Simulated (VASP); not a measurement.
Runs of VASP 6.6.1 on Ta. It takes space group P6_3/mmc (No. 194, hexagonal). The conventional cell has a = 2.900 Å, b = 2.900 Å, c = 5.166 Å, α = 90.00°, β = 90.00°, γ = 120.00°. Ta (site symmetry -6m2) has 12 Ta at 2.90 to 3.08 Å within 3.8 Å. 

```csv
k mesh,gap on the mesh (eV),pressure (GPa)
5 × 5 × 3,none,(a)
4 × 4 × 2,none,-4.7
6 × 6 × 3,none,-7.5
7 × 7 × 4,none,(b)
8 × 8 × 4,none,-7.0
```

Alike in all rows: task single point; level PBEsol; potentials or basis VASP PAW PBE potentials, release 64 (Ta_pv); no spin polarisation; cell as given; cutoff (eV) 520; smearing fermi-dirac 0.1 eV.

Task: Fill in the values left out.

Result: (a) -8.6; (b) -6.2.

Caveats: some runs use coarse meshes; the PAW data sets were made with another functional, which shifts forces and pressure a little; spin-orbit coupling is left out, which moves the levels of the heavy elements.

A k mesh can miss the band edges, and the runs leave out spin-orbit coupling on Ta.

A gap of «none» marks levels without a gap at the run's occupations.
